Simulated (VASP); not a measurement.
Here is a VASP 6.6.1 calculation.

File INCAR:

```
ALGO = Normal
EDIFF = 1E-6
ENCUT = 520
GGA = RP
ISIF = 2
ISMEAR = -1
LASPH = T
LCHARG = F
LREAL = F
LWAVE = F
NBANDS = 17
NELM = 100
PREC = Accurate
SIGMA = 0.05
```

File KPOINTS:

```
k-points
0
Gamma
  7 7 7
```

POSCAR

```
TePb
1.0
    0.0000000000      3.2310000000      3.2310000000
    3.2310000000      0.0000000000      3.2310000000
    3.2310000000      3.2310000000      0.0000000000
Pb Te
1 1
Direct
    0.0000000000      0.0000000000      0.0000000000
    0.5000000000      0.5000000000      0.5000000000
```

Potentials or basis: VASP PAW PBE potentials, release 64 (Pb_d, Te).

Launch:

```sh
$ cat potpaw_PBE.64/Pb_d/POTCAR potpaw_PBE.64/Te/POTCAR > POTCAR
$ mpirun -np 1 vasp_std > vasp.out
```

(1) Predict the pressure.

## Answers

(1) 3.6 GPa.

Caveat: the PAW data sets were made with another functional, which shifts forces and pressure a little.
